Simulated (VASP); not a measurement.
# SiC (P1) in VASP: single point with PBE

Aim: the single point of SiC with PBE.

All numbers are computed with VASP 6.6.1; they aren't measurements. Logs are shortened: lines on timing, memory, paths and dates and some standing lists are left out, and cuts for length are marked.

### Step 1. The cell of the first run

The typed cell holds 32 atoms: a = 6.155 Å, b = 6.155 Å, c = 10.077 Å, α = 90.00°, β = 90.00°, γ = 120.00°.

### Step 2. Single point, PBE

INCAR reads:

```
SYSTEM = SiC
  ALGO = Normal
  EDIFF = 1E-6
  ENCUT = 520
  GGA = PE
  ISIF = 2
  ISMEAR = -1
  LASPH = .TRUE.
  LCHARG = .FALSE.
  LREAL = Auto
  LWAVE = .FALSE.
  NBANDS = 86
  NELM = 100
  PREC = Accurate
  SIGMA = 0.086
```

KPOINTS reads:

```
k-points
0
G
  3 3 2
  0 0 0
```

POSCAR reads:

```
SiC
1.0
    6.1551095430      0.0000000000      0.0000000000
   -3.0775547715      5.3304812273      0.0000000000
    0.0000000000      0.0000000000     10.0767208995
Si C
16 16
Direct
    0.3242256936      0.1543802454      0.9381499294
    0.1632646924      0.3418038489      0.4351463183
   -0.0003686230      0.0079589437      0.6826108482
    0.0051878941      0.0142126005      0.1884258797
    0.3329427075      0.6543756279      0.9368127880
    0.1743419362      0.8388996808      0.4380957897
   -0.0047907958      0.4881681201      0.6912988927
    0.0036095955      0.4998820719      0.1859012489
    0.8302157581      0.1695501703      0.9370779536
    0.6707856740      0.3323480422      0.4391579408
    0.5055542031     -0.0021112540      0.6898509018
    0.5102056983      0.0012841242      0.1870354472
    0.8303163422      0.6725891804      0.9391289185
    0.6623071954      0.8329409317      0.4368964908
    0.4944982215      0.4807104445      0.6843563565
    0.4949910835      0.4998150986      0.1910733679
    0.3284735942      0.1791181620      0.7537767569
    0.1701201769      0.3503792473      0.2491297541
   -0.0024230823      0.0039900713      0.4978166062
    0.0136351984      0.0109385996      0.0081392549
    0.3297222478      0.6658892225      0.7526522840
    0.1734470694      0.8475799477      0.2493063989
    0.0073500850      0.4913051727      0.5041356261
   -0.0016483301      0.5074185397      0.0076077328
    0.8232022107      0.1645172289      0.7577302256
    0.6782497290      0.3315539301      0.2404101517
    0.4997532088     -0.0005511697      0.4964003717
    0.4963754136     -0.0133404466     -0.0029761666
    0.8309145330      0.6701430598      0.7531916459
    0.6488267826      0.8242111383      0.2455145900
    0.5001950013      0.4912650262      0.4960317994
    0.5101489500      0.5064285727      0.0045781758
```

Potentials or basis: VASP PAW PBE potentials, release 64 (Si, C).

Run with:

```
$ cat potpaw_PBE.64/Si/POTCAR potpaw_PBE.64/C/POTCAR > POTCAR
$ mpirun -np 1 vasp_std > vasp.out
```

OUTCAR:

```text
SYSTEM = SiC
   EDIFF = 1E-6
   ENCUT = 520
   GGA = PE
   ISIF = 2
   ISMEAR = -1
   LASPH = .TRUE.
   LREAL = Auto
   NELM = 100
   PREC = Accurate

 ion  position               nearest neighbor table
   1  0.324  0.154  0.938-  20 1.80  17 1.86  28 1.91  32 1.99  13 3.00   4 3.04   5 3.05   9 3.07
                            11 3.08   9 3.09  12 3.09  15 3.09   3 3.10   5 3.10  16 3.14
   2  0.163  0.342  0.435-  23 1.77  18 1.88  31 1.90  19 1.91  10 3.00   6 3.03   8 3.03  16 3.03
                             4 3.04  14 3.05   3 3.06  15 3.07   7 3.08  14 3.11   6 3.13
   3  1.000  0.008  0.683-  19 1.86  17 1.89  25 1.93  29 1.94   7 2.97  15 2.98  11 3.01  14 3.06
                             2 3.06   6 3.07   1 3.10   9 3.11  13 3.14  11 3.15
   4  0.005  0.014  0.188-  20 1.82  22 1.89  18 1.89  30 1.99   8 2.99  16 3.00  12 3.01   2 3.04
                             1 3.04   9 3.09  14 3.10  13 3.10   6 3.11
   5  0.333  0.654  0.937-  21 1.86  32 1.87  28 1.87  24 1.92  13 3.01   9 3.04   1 3.05   7 3.06
                             8 3.06  16 3.07  11 3.09   1 3.10  15 3.11   9 3.12  12 3.13
   6  0.174  0.839  0.438-  27 1.83  22 1.90  19 1.92  23 1.97  14 3.02   2 3.03  10 3.05   3 3.07
                            11 3.09  12 3.10  10 3.11   4 3.11   8 3.12   2 3.13  14 3.13
   7  0.995  0.488  0.691-  25 1.85  23 1.89  21 1.89  29 1.95   3 2.97   9 3.00  11 3.02   5 3.06
                            15 3.06  10 3.07   2 3.08  15 3.10  13 3.12  11 3.14
   8  0.004  0.500  0.186-  24 1.80  18 1.80  26 1.82  22 1.96   4 2.99  16 3.03   2 3.03  12 3.05
                             5 3.06   9 3.06  13 3.10  12 3.10  10 3.11   6 3.12  16 3.13
   9  0.830  0.170  0.937-  25 1.81  28 1.88  24 1.94  20 1.96   7 3.00  11 3.03   5 3.04  12 3.04
                            13 3.06   8 3.06   1 3.07   4 3.09   1 3.09  13 3.10   3 3.11   5 3.12
  10  0.671  0.332  0.439-  31 1.85  27 1.87  23 1.91  26 2.00   2 3.00  15 3.02   6 3.05  14 3.05
                             7 3.07  11 3.09  12 3.09  16 3.10  14 3.11   8 3.11   6 3.11
  11  0.506  0.998  0.690-  25 1.83  21 1.88  27 1.95  17 2.02  15 3.01   3 3.01   7 3.02   9 3.03
                            14 3.07   1 3.08   5 3.09   6 3.09  10 3.09   7 3.14   3 3.15
  12  0.510  0.001  0.187-  30 1.79  26 1.84  22 1.90  28 1.92   4 3.01  16 3.04   9 3.04  14 3.04
                             8 3.05   1 3.09  10 3.09   6 3.10   8 3.10  16 3.12   5 3.13
  13  0.830  0.673  0.939-  32 1.83  29 1.87  24 1.91  20 1.93   1 3.00   5 3.01   9 3.06   8 3.10
                             9 3.10   4 3.10  16 3.11   7 3.12  15 3.13   3 3.14
  14  0.662  0.833  0.437-  27 1.85  19 1.89  31 1.92  30 1.93   6 3.02  12 3.04   2 3.05  16 3.05
                            10 3.05   3 3.06  11 3.07   4 3.10  10 3.11   2 3.11  15 3.12   6 3.13
  15  0.494  0.481  0.684-  17 1.76  31 1.90  29 1.93  21 1.99   3 2.98  11 3.01  10 3.02   7 3.06
                             2 3.07   1 3.09   7 3.10   5 3.11  14 3.12  13 3.13
  16  0.495  0.500  0.191-  30 1.81  18 1.83  32 1.88  26 1.94   4 3.00   8 3.03   2 3.03  12 3.04
                            14 3.05   5 3.07  10 3.10  13 3.11  12 3.12   8 3.13   1 3.14
  17  0.328  0.179  0.754-  15 1.76   1 1.86   3 1.89  11 2.02
  18  0.170  0.350  0.249-   8 1.80  16 1.83   2 1.88   4 1.89
  19  0.998  0.004  0.498-   3 1.86  14 1.89   2 1.91   6 1.92
  20  0.014  0.011  0.008-   1 1.80   4 1.82  13 1.93   9 1.96
  21  0.330  0.666  0.753-   5 1.86  11 1.88   7 1.89  15 1.99
  22  0.173  0.848  0.249-   4 1.89   6 1.90  12 1.90   8 1.96
[... 8 lines left out ...]
  31  0.500  0.491  0.496-  10 1.85  15 1.90   2 1.90  14 1.92
  32  0.510  0.506  0.005-  13 1.83   5 1.87  16 1.88   1 1.99

  LATTYP: Found a hexagonal cell.
[... 205 lines left out ...]
   GGA     = PE    functional components
   LHFCALC =     F    Hartree Fock is set to
   AEXX    =    0.0000 exact exchange contribution
   IVDW    =     0    specifies the selected vdW correction
   LEPSILON=     F    determine dielectric tensor
   LRPA    =     F    only Hartree local field effects (RPA)
 non-spin polarized calculation
  energy-cutoff  :      520.00
  volume of cell :      330.61
 maximum number of plane-waves:      8977
 NGX is ok and might be reduce to    48
   NGX = 23   NGY = 23   NGZ = 37

 number of electron     127.9999999 magnetization

 Free energy of the ion-electron system (eV)
  ---------------------------------------------------
  ext. energy  EPLUGINS =         0.00000000
  ---------------------------------------------------
  free energy    TOTEN  =      -238.88948358 eV

  energy without entropy =     -238.88947132  energy(sigma->0) =     -238.88947745

 E-fermi :   9.3088     XC(G=0): -11.3589

 val. band max:        8.4068760314   @ k =   0.0000   0.0000   0.0000
 cond. band min:      10.1730588113   @ k =   0.0000   0.0000   0.0000
 fundamental gap:      1.7661827799
 Fermi energy:         9.3087691132

 k-point     1 :       0.0000    0.0000    0.0000
  band No.  band energies     occupation
      1      -7.3432      2.00000
      2      -6.1466      2.00000
      3      -6.1366      2.00000
      4      -4.0718      2.00000
      5      -4.0180      2.00000
      6      -3.8611      2.00000
[... 779 lines left out ...]
     75      13.6125      0.00000
     76      13.6950      0.00000
 [bands above 76 left out]

------------------------ aborting loop because EDIFF is reached ----------------------------------------

  FORCE on cell =-STRESS in cart. coord.  units (eV):
  Direction    XX          YY          ZZ          XY          YZ          ZX
  --------------------------------------------------------------------------------------
  -------------------------------------------------------------------------------------
  Total       10.7836248      8.8798279     11.1217275      1.0954563     -1.9718165     -0.2910310
  in kB       52.2581361     43.0322146     53.8966037      5.3086513     -9.5555492     -1.4103547
  external PRESSURE =      49.7289848 kB  Pullay stress =       0.0000000 kB

 VOLUME and BASIS-vectors are now :
 -----------------------------------------------------------------------------
  energy-cutoff  :      520.00
  volume of cell :      330.61
      direct lattice vectors                 reciprocal lattice vectors
     6.155109543  0.000000000  0.000000000     0.162466645  0.093800162  0.000000000
    -3.077554772  5.330481227  0.000000000     0.000000000  0.187600323  0.000000000
     0.000000000  0.000000000 10.076720899     0.000000000  0.000000000  0.099238632

 POSITION                                       TOTAL-FORCE (eV/Angst)
 -----------------------------------------------------------------------------------
      1.52053      0.82292      9.45348         1.464427      1.737685      0.640119
     -0.04701      1.82198      4.38485         1.894043     -1.293143     -0.186252
      6.12835      0.04242      6.87848        -0.010935     -0.972131      1.298569
     -0.01181      0.07576      1.89871        -0.103717     -1.109805      0.924289
      0.03542      3.48814      9.44000        -0.613673      0.531657      0.722431
     -1.50867      4.47174      4.41457        -1.078049     -0.691219     -0.423688
[... 24 lines left out ...]
      1.56686      2.61868      4.99837        -0.487660      0.685798      0.440237
      1.58146      2.69951      0.04613        -0.912340     -1.564654     -0.423097
 -----------------------------------------------------------------------------------
    total drift:                                0.023398     -0.016607      0.028750

  FREE ENERGIE OF THE ION-ELECTRON SYSTEM (eV)
  ---------------------------------------------------
  free  energy   TOTEN  =      -238.8894835822 eV

  energy  without entropy=     -238.8894713224  energy(sigma->0) =     -238.88947745
```

OSZICAR:

```text
N       E                     dE             d eps       ncg     rms          rms(c)
DAV:   1     0.397582458327E+03    0.39758E+03   -0.58707E+04  1720   0.135E+03
DAV:   2    -0.227682018105E+03   -0.62526E+03   -0.59228E+03  2156   0.235E+02
DAV:   3    -0.268435613372E+03   -0.40754E+02   -0.40358E+02  2112   0.580E+01
DAV:   4    -0.269303576161E+03   -0.86796E+00   -0.86459E+00  2112   0.932E+00
DAV:   5    -0.269325599090E+03   -0.22023E-01   -0.21997E-01  2096   0.143E+00    0.357E+01
DAV:   6    -0.239703712404E+03    0.29622E+02   -0.96465E+01  2002   0.237E+01    0.158E+01
DAV:   7    -0.239018254683E+03    0.68546E+00   -0.87233E+00  2192   0.750E+00    0.695E+00
DAV:   8    -0.238897485303E+03    0.12077E+00   -0.57921E-01  1998   0.209E+00    0.214E+00
DAV:   9    -0.238887533528E+03    0.99518E-02   -0.87749E-02  2064   0.927E-01    0.331E-01
DAV:  10    -0.238888612483E+03   -0.10790E-02   -0.72453E-03  2108   0.282E-01    0.198E-01
DAV:  11    -0.238889440927E+03   -0.82844E-03   -0.16993E-03  1992   0.140E-01    0.737E-02
DAV:  12    -0.238889467295E+03   -0.26368E-04   -0.18324E-04  2376   0.485E-02    0.340E-02
DAV:  13    -0.238889480709E+03   -0.13414E-04   -0.84451E-05  1968   0.284E-02    0.811E-03
DAV:  14    -0.238889481914E+03   -0.12048E-05   -0.42060E-06  1944   0.732E-03    0.328E-03
DAV:  15    -0.238889483254E+03   -0.13401E-05   -0.15554E-06  1088   0.426E-03    0.163E-03
DAV:  16    -0.238889483582E+03   -0.32796E-06   -0.22376E-07  1064   0.170E-03
   1 F= -.23888948E+03 E0= -.23888948E+03  d E =-.122598E-04
```

stdout:

```text
POSCAR found type information on POSCAR SiC
 POSCAR found :  2 types and      32 ions
 scaLAPACK will be used
 LDA part: xc-table for (Slater+PW92), standard interpolation
 POSCAR, INCAR and KPOINTS ok, starting setup
 FFT: planning ... GRIDC
 FFT: planning ... GRID_SOFT
 FFT: planning ... GRID
 WAVECAR not read
 entering main loop
```

Wall time 4.6 min (1 thread of Intel Xeon 6975P-C (Granite Rapids), shared host); peak memory 0.5 GiB.

Results:

- Free energy: -238.8895 eV
- Pressure: 5.0 GPa
- Largest force: 3.536 eV/Å
- Band gap on the k mesh: 1.77 eV

Forces in eV/Å, atoms in the order of the input:
```
Si   1.464  1.738  0.640
Si   1.894 -1.293 -0.186
Si  -0.011 -0.972  1.299
Si  -0.104 -1.110  0.924
Si  -0.614  0.532  0.722
Si  -1.078 -0.691 -0.424
Si  -0.373  1.783  0.278
Si  -0.863  2.032  0.467
Si   0.379  0.032  2.086
Si   0.510  0.011 -1.502
Si  -1.877 -0.399 -0.125
Si  -1.971 -0.040 -1.063
Si   0.966  0.209  0.620
Si   0.608 -0.505 -0.542
Si  -0.521  3.480  0.351
Si   1.567 -0.398 -1.142
C    0.870 -2.938 -0.655
C    0.467 -1.577  0.657
C    0.266 -0.144 -0.191
C   -1.916 -0.718 -1.640
C    0.629 -0.754 -1.179
C   -0.068 -0.736  0.345
C   -2.206  1.581  0.146
C    0.594 -0.653 -2.511
C    1.197  0.057 -1.826
C   -1.471  0.404  2.211
C    0.397  0.253  1.666
C   -0.189  0.801  0.310
C    0.370 -0.268 -1.286
C    2.487  1.161  1.534
C   -0.488  0.686  0.440
C   -0.912 -1.565 -0.423
```

Stress tensor (GPa, compression positive):
```
 5.23  0.53 -0.14
 0.53  4.30 -0.96
-0.14 -0.96  5.39
```

Caveat: forces of over 1 eV/Å act on the atoms, so gaps and moduli don't describe the material at rest.
